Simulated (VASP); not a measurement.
Wanted: the native input for a VASP 6.6.1 run.

| Property | Result |
| --- | --- |
| Task | single point |
| Functional | r2SCAN |
| Potentials or basis | VASP PAW PBE potentials, release 64 (Os) |
| Cutoff | 520 eV |
| k mesh | 11 × 11 × 6 |
| Occupations | fermi-dirac, width 0.05 eV |
| Spin | no spin polarisation |
| Dipole correction | no |
| Further INCAR settings | ALGO = Normal; EDIFF = 1e-06; NBANDS = 15 |

Crystal: Os.

```
CELL_PARAMETERS angstrom
2.69715 0.00000 0.00000
-1.34857 2.33580 0.00000
0.00000 0.00000 4.26132
ATOMIC_POSITIONS crystal
Os 0.66667 0.33333 0.75000
Os 0.33333 0.66667 0.25000
```

The input as run:

POSCAR

```
Os
1.0
    2.6971481730      0.0000000000      0.0000000000
   -1.3485740865      2.3357988356      0.0000000000
    0.0000000000      0.0000000000      4.2613185190
Os
2
Direct
    0.6666666667      0.3333333333      0.7500000000
    0.3333333333      0.6666666667      0.2500000000
```

INCAR.step1

```
SYSTEM = Os
PREC = Accurate
ENCUT = 520
ISMEAR = -1
SIGMA = 0.05
LREAL = .False.
LASPH = .True.
NELM = 60
NBANDS = 15
GGA = PE
ALGO = Normal
EDIFF = 1E-4
LWAVE = .True.
LCHARG = .False.
```

INCAR.step2

```
SYSTEM = Os
PREC = Accurate
ENCUT = 520
EDIFF = 1E-6
ISMEAR = -1
SIGMA = 0.05
LREAL = .False.
LASPH = .True.
NELM = 60
ALGO = Normal
ISIF = 2
LWAVE = .False.
LCHARG = .False.
METAGGA = R2SCAN
LMIXTAU = .True.
NBANDS = 15
ISTART = 1
```

KPOINTS

```
Automatic mesh
0
Gamma
  11 11 6
  0 0 0
```

Potentials or basis: VASP PAW PBE potentials, release 64 (Os).

Run with:

```sh
$ cat potpaw_PBE.64/Os/POTCAR > POTCAR
$ cp INCAR.step1 INCAR
$ mpirun -np 1 vasp_std > vasp.out
$ cp INCAR.step2 INCAR
$ mpirun -np 1 vasp_std > vasp.out
```

It gave:

```json
{
 "Pressure": "22.2 GPa",
 "Band gap on the k mesh": "zero (bands 8 and 9 overlap by 4.32 eV)"
}
```

Caveat: the cell stands under pressure; the PAW data sets were made with another functional, which shifts forces and pressure a little; spin-orbit coupling is left out, which moves the levels of the heavy elements.

Run time: 110 s on 1 thread of Intel Xeon 8259CL, with other jobs on the host, peak memory 0.12 GiB.
